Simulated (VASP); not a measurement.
# C in VASP: notebook, part 2 of 2

VASP 6.6.1.

### 6 Single point, LDA

Contents of INCAR:

```
SYSTEM = C
ALGO = Normal
EDIFF = 1E-6
ENCUT = 1300
GGA = CA
GGA_COMPAT = .FALSE.
ISIF = 2
ISMEAR = 0
LASPH = .TRUE.
LCHARG = .FALSE.
LREAL = .FALSE.
LWAVE = .FALSE.
NBANDS = 11
NELM = 120
PREC = Accurate
SIGMA = 0.05
```

Contents of KPOINTS:

```
k-points
0
G
  12 12 12
  0 0 0
```

Contents of POSCAR:

```
C
1.0
    0.0000000000      2.0107707089      1.6730671760
    1.6134724349      0.0000000000      1.6730671760
    1.6134724349      2.0107707089      0.0000000000
C
2
Direct
    0.5000000000      0.5000000000      0.5000000000
    0.7500000000      0.7500000000      0.7500000000
```

Potentials or basis: VASP PAW LDA potentials, release 64 (C_h).

Run with:

```sh
cat potpaw_LDA.64/C_h/POTCAR > POTCAR
mpirun -np 1 vasp_std > vasp.out
```

OUTCAR:

```text
SYSTEM = C
   EDIFF = 1E-6
   ENCUT = 1300
   GGA = CA
   ISIF = 2
   ISMEAR = 0
   LASPH = .TRUE.
   LREAL = .FALSE.
   NELM = 120
   PREC = Accurate

 ion  position               nearest neighbor table
   1  0.500  0.500  0.500-
   2  0.750  0.750  0.750-

  LATTYP: Found a face centered orthorhombic cell.
 ALAT       =     3.2269448698
 B/A-ratio  =     1.0369357045
 C/A-ratio  =     1.2462380301

  Lattice vectors:

 A1 = (   0.0000000000,   2.0107707089,  -1.6730671760)
 A2 = (   1.6134724349,   2.0107707089,   0.0000000000)
 A3 = (   1.6134724349,   0.0000000000,  -1.6730671760)

Analysis of symmetry for initial positions (statically):
=====================================================================
 Subroutine PRICEL returns:
 Original cell was already a primitive cell.

 Routine SETGRP: Setting up the symmetry group for a
 face centered orthorhombic supercell.

 Subroutine GETGRP returns: Found  8 space group operations
 (whereof  4 operations were pure point group operations)
 out of a pool of  8 trial point group operations.

The static configuration has the point symmetry D_2 .
 The point group associated with its full space group is D_2h.

Analysis of symmetry for dynamics (positions and initial velocities):
=====================================================================
 Subroutine PRICEL returns:
 Original cell was already a primitive cell.

 Routine SETGRP: Setting up the symmetry group for a
 face centered orthorhombic supercell.

 Subroutine GETGRP returns: Found  8 space group operations
 (whereof  4 operations were pure point group operations)
 out of a pool of  8 trial point group operations.

The dynamic configuration has the point symmetry D_2 .
 The point group associated with its full space group is D_2h.

 Subroutine INISYM returns: Found  8 space group operations
 (whereof  4 operations are pure point group operations),
[... 115 lines left out ...]
     AMIX     =   0.40;   BMIX     =  1.00
     AMIX_MAG =   1.60;   BMIX_MAG =  1.00
  volume/ion in A,a.u.               =       5.43        36.63
  Fermi-wavevector in a.u.,A,eV,Ry     =   1.478708  2.794352 29.750179  2.186576
  Thomas-Fermi vector in A             =   2.592955
   LORBIT       =      0    0 simple, 1 ext, 2 COOP (PROOUT), +10 PAW based schemes
   GGA     = CA    functional components
   LHFCALC =     F    Hartree Fock is set to
   AEXX    =    0.0000 exact exchange contribution
   IVDW    =     0    specifies the selected vdW correction
   LEPSILON=     F    determine dielectric tensor
   LRPA    =     F    only Hartree local field effects (RPA)
 non-spin polarized calculation
 Gauss-broadening in eV      SIGMA  =   0.05
  energy-cutoff  :     1300.00
  volume of cell :       10.86
 maximum number of plane-waves:      1172
   NGX = 15   NGY = 13   NGZ = 15

 number of electron       8.0000000 magnetization

 Free energy of the ion-electron system (eV)
  ---------------------------------------------------
  ext. energy  EPLUGINS =         0.00000000
  ---------------------------------------------------
  free energy    TOTEN  =       -19.24097302 eV

  energy without entropy =      -19.24097302  energy(sigma->0) =      -19.24097302

 E-fermi :  13.4374     XC(G=0): -13.9084

 val. band max:       13.0975865940   @ k =   0.0000   0.0000   0.0000
 cond. band min:      14.0910586544   @ k =   0.0000   0.4167   0.4167
 fundamental gap:      0.9934720605
 Fermi energy:        13.4373906276

 k-point     1 :       0.0000    0.0000    0.0000
  band No.  band energies     occupation
      1     -10.2826      2.00000
      2       9.0917      2.00000
      3      12.7764      2.00000
      4      13.0976      2.00000
      5      16.6634      0.00000
      6      17.1090      0.00000
      7      19.3504      0.00000
      8      24.6182      0.00000
      9      31.7076      0.00000
     10      32.3294      0.00000
     11      33.9494      0.00000
[... 309 lines left out ...]
 k-point    24 :      -0.4167    0.1667   -0.0000
  band No.  band energies     occupation
      1      -3.7613      2.00000
      2      -0.9467      2.00000
      3       5.7709      2.00000
      4       8.2971      2.00000
      5      17.5580      0.00000
      6      20.4272      0.00000
      7      26.0141      0.00000
      8      26.9284      0.00000
      9      30.7046      0.00000
     10      35.4712      0.00000
     11      38.4878      0.00000

 [... further k-points ...]
[... 5 lines left out ...]
  --------------------------------------------------------------------------------------
  -------------------------------------------------------------------------------------
  Total        6.5342288     -9.8444836      5.1564075      0.0000000      0.0000000      0.0000000
  in kB      964.3561296  -1452.9010758    761.0099596      0.0000000      0.0000000      0.0000000
  external PRESSURE =      90.8216712 kB  Pullay stress =       0.0000000 kB

 VOLUME and BASIS-vectors are now :
 -----------------------------------------------------------------------------
  energy-cutoff  :     1300.00
  volume of cell :       10.86
      direct lattice vectors                 reciprocal lattice vectors
     0.000000000  2.010770709  1.673067176    -0.309890637  0.248660873  0.298852316
     1.613472435  0.000000000  1.673067176     0.309890637 -0.248660873  0.298852316
     1.613472435  2.010770709  0.000000000     0.309890637  0.248660873 -0.298852316

 POSITION                                       TOTAL-FORCE (eV/Angst)
 -----------------------------------------------------------------------------------
      1.61347      2.01077      1.67307         0.000000     -0.000000      0.000000
      2.42021      3.01616      2.50960        -0.000000      0.000000     -0.000000
 -----------------------------------------------------------------------------------
    total drift:                               -0.000000     -0.000000      0.000000

  FREE ENERGIE OF THE ION-ELECTRON SYSTEM (eV)
  ---------------------------------------------------
  free  energy   TOTEN  =       -19.2409730182 eV

  energy  without entropy=      -19.2409730182  energy(sigma->0) =      -19.24097302
```

stdout:

```text
POSCAR found type information on POSCAR C
 POSCAR found :  1 types and       2 ions
 scaLAPACK will be used
 LDA part: xc-table for (Slater(with rela. corr.)+CA(PZ))
 , standard interpolation
 POSCAR, INCAR and KPOINTS ok, starting setup
 FFT: planning ... GRIDC
 FFT: planning ... GRID_SOFT
 FFT: planning ... GRID
 WAVECAR not read
 entering main loop
```

It took 32 s on 1 thread of Intel Xeon 6975P-C (Granite Rapids), shared host; peak memory 0.21 GiB.

Results:

```
Free energy            : -19.2410 eV
Pressure               : 9.1 GPa
Band gap on the k mesh : 0.99 eV (least direct gap 3.57 eV)
```

Caveat: the cell differs from its parent crystal (strain +e along x and -e along y -0.1125, strain +e along z and -e/2 along x and y -0.0525); the stress differs along the axes, from -145 to 96 GPa. A k mesh can miss the band edges.

### 7 Overview

```tsv
cell	gap on the mesh (eV)	pressure (GPa)
a = 2.635, b = 2.458, c = 2.417 Å, angles 65.4, 58.0, 56.5°, 2 atoms	0.08	5.8
a = 2.544, b = 2.544, c = 2.410 Å, angles 61.7, 61.7, 56.5°, 2 atoms	2.90	3.0
a = 2.457, b = 2.457, c = 2.585 Å, angles 58.3, 58.3, 63.5°, 2 atoms	1.55	2.9
a = 2.661, b = 2.387, c = 2.470 Å, angles 66.4, 55.3, 58.3°, 2 atoms	none	8.1
a = 2.616, b = 2.324, c = 2.578 Å, angles 64.3, 53.2, 62.6°, 2 atoms	0.99	9.1
```

Alike in all rows: task single point; level LDA; potentials or basis VASP PAW LDA potentials, release 64 (C_h); no spin polarisation; k mesh 12 × 12 × 12; cutoff (eV) 1300; smearing gaussian 0.05 eV.

Caveats: the stress differs along the axes, from -58 to 96 GPa (at least some runs); the stress differs along the axes, from -70 to 39 GPa (at least some runs); the stress differs along the axes, from -27 to 64 GPa (at least some runs); the stress differs along the axes, from -82 to 112 GPa (at least some runs); the stress differs along the axes, from -145 to 96 GPa (at least some runs).

Absolute energies hang on the potentials; compare differences alone.

The gap in the log of VASP goes by the Fermi energy; the results here count the filled bands.